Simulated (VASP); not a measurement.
Runs of VASP 6.6.1 on SnSe2. The structure is that of space group P-3m1 (No. 164), or close to it. The cells are those of the table. 

```tsv
cell	gap on the mesh (eV)	pressure (GPa)	largest force (eV/Å)
a = 4.046, b = 4.046, c = 6.988 Å, angles 90.0, 90.0, 120.0°, 3 atoms	0.73	-3.7	0.39
a = 3.756, b = 3.756, c = 6.988 Å, angles 90.0, 90.0, 120.0°, 3 atoms	0.65	3.9	0.39
a = 3.930, b = 3.930, c = 6.988 Å, angles 90.0, 90.0, 120.0°, 3 atoms	(a)	-1.4	0.14
a = 3.814, b = 3.814, c = 6.988 Å, angles 90.0, 90.0, 120.0°, 3 atoms	(c)	(b)	0.19
a = 3.988, b = 3.988, c = 6.988 Å, angles 90.0, 90.0, 120.0°, 3 atoms	0.72	-2.7	0.28
```

Alike in all rows: task single point; level PBE; potentials or basis VASP PAW PBE potentials, release 64 (Sn_d, Se); no spin polarisation; k mesh 12 × 12 × 4; cutoff (eV) 520; smearing gaussian 0.05 eV.

Q: Fill in the values left out.

A: (a) 0.71; (b) 1.8; (c) 0.68.

Caveats: semilocal functionals underestimate gaps, and a narrow one can read as zero; spin-orbit coupling is left out, which moves the levels of the heavy elements; this functional lacks dispersion, which binds layers or chains, so the pressure and a relaxed spacing across them are unreliable; the cell stands under tension (at least some runs); the cell stands under pressure (at least some runs).

A k mesh can miss the band edges, and the runs leave out spin-orbit coupling on Se, Sn.
